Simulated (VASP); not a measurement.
Runs of VASP 6.6.1 on TiSnTe3. The structure is that of space group R-3m (No. 166), or close to it. The cells are those of the table. The cell was generated, and may not be a known phase.

| task | spin | cell | k mesh | gap on the mesh (eV) | pressure (GPa) | relaxed volume (Å³/atom) |
| --- | --- | --- | --- | --- | --- | --- |
| single point | collinear | a = 5.425 Å, angles 81.8°, 5 atoms | 3 × 3 × 3 | none | 0.0 | - |
| relaxation of cell and atoms | off | relaxed from a = 5.713 Å, angles 77.1°, 5 atoms | 3 × 3 × 3 | none | 0.1 | 31.25 |
| relaxation of cell and atoms | off | relaxed from a = 5.425 Å, angles 81.8°, 5 atoms | 6 × 6 × 6 | none | 0.0 | (a) |
| single point | off | a = 5.713 Å, angles 77.1°, 5 atoms | 3 × 3 × 3 | none | -4.3 | - |
| single point | off | a = 5.425 Å, angles 81.8°, 5 atoms | 3 × 3 × 3 | none | 0.0 | - |

Alike in all rows: level PBE; potentials or basis VASP PAW PBE potentials, release 64 (Ti_sv, Sn_d, Te); cutoff (eV) 500; smearing gaussian 0.1 eV.

Problem. Fill in the values left out.

Solution. (a) 31.12.

Caveats: some runs use coarse meshes; spin-orbit coupling is left out, which moves the levels of the heavy elements.

A k mesh can miss the band edges, and the runs leave out spin-orbit coupling on Sn, Te.

A gap of «none» marks levels without a gap at the run's occupations.
